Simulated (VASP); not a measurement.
The system is Si3IrRu.

```
Si Ru Ir
1.0
     4.04000    0.00000    0.00000
    -2.02000    3.49874    0.00000
     0.00000    0.00000    4.92000
Si Ru Ir
3 1 1
Cartesian
  0.0000 0.0000 0.0000
  2.0200 1.1662 1.7318
  0.0000 2.3325 3.1882
  2.0200 1.1662 4.1869
  0.0000 2.3325 0.7331
```

- Program: VASP 6.6.1
- Task: relaxation of cell and atoms
- Functional: PBE
- Potentials or basis: VASP PAW PBE potentials, release 64 (Si, Ru_pv, Ir)
- Cutoff: 500 eV
- k mesh: 5 × 5 × 3
- Occupations: gaussian, width 0.2 eV
- Spin: no spin polarisation

At the start: pressure 12.2 GPa; volume 13.91 Å³/atom.

How do energy, volume and symmetry change on relaxing?

Over 13 steps the energy falls by 77.6 meV/atom and the volume is 14.54 Å³/atom (+4.5 %); space group P3m1 (No. 156, to 0.1 Å) before and after.

Step by step:
```
step  energy change (eV)  largest force (eV/Å)  pressure (GPa)  volume (Å³)
   1              0.0000                1.9381           12.22        69.54
   2              0.1959                0.4375          -16.17        80.78
   3             -0.2310                0.6527           -2.34        73.90
   4             -0.2313                0.6839           -1.93        73.75
   5             -0.2696                0.3070            0.56        72.73
   6             -0.2711                0.2976            1.25        72.48
   7             -0.3056                0.2303            0.55        72.66
   8             -0.3722                0.5171           -0.77        73.09
   9             -0.3834                0.2079            1.22        72.34
  10             -0.3847                0.2163            0.71        72.52
  11             -0.3869                0.1130           -0.85        73.06
  12             -0.3874                0.0918           -0.40        72.91
  13             -0.3881                0.0629            0.22        72.69
```

Final structure:
```xyz
5
Lattice="3.9775 0.0000 0.0000 -1.9887 3.4446 0.0000 0.0000 0.0000 5.3055" Properties=species:S:1:pos:R:3 pbc="T T T"
Si    0.0000    0.0000    5.1743
Si    1.9887    1.1482    1.9743
Si    0.0000    2.2964    3.3714
Ru    1.9887    1.1482    4.4274
Ir    0.0000    2.2964    0.9692
```

Caveat: the k points lie up to 0.39 Å⁻¹ apart in the final cell, too coarse for converged energies and pressures of a metal; the relaxation stopped at a loose force limit of 0.08 eV/Å, so its end isn't a converged minimum.
